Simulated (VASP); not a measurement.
Runs of VASP 6.6.1 on SnSe. The structure is that of space group P4/nmm (No. 129), or close to it. The cells are those of the table. 

```csv
cell,gap on the mesh (eV),largest force (eV/Å)
"a = 4.200, b = 4.200, c = 10.991 Å, 4 atoms",(a),0.15
"a = 4.264, b = 4.264, c = 10.991 Å, 4 atoms",1.71,0.05
"a = 4.242, b = 4.242, c = 10.991 Å, 4 atoms",1.65,0.08
"a = 4.307, b = 4.307, c = 10.991 Å, 4 atoms",1.77,0.02
```

Alike in all rows: task single point; level r2SCAN; potentials or basis VASP PAW PBE potentials, release 64 (Sn_d, Se); no spin polarisation; k mesh 6 × 6 × 4; cutoff (eV) 520; smearing gaussian 0.05 eV.

Question: Fill in the values left out.

Answer: (a) 1.53.

Caveats: there is no dipole correction, which matters where the two faces differ; the PAW data sets were made with another functional, which shifts forces and pressure a little; spin-orbit coupling is left out, which moves the levels of the heavy elements.

A k mesh can miss the band edges, and the runs leave out spin-orbit coupling on Se, Sn.
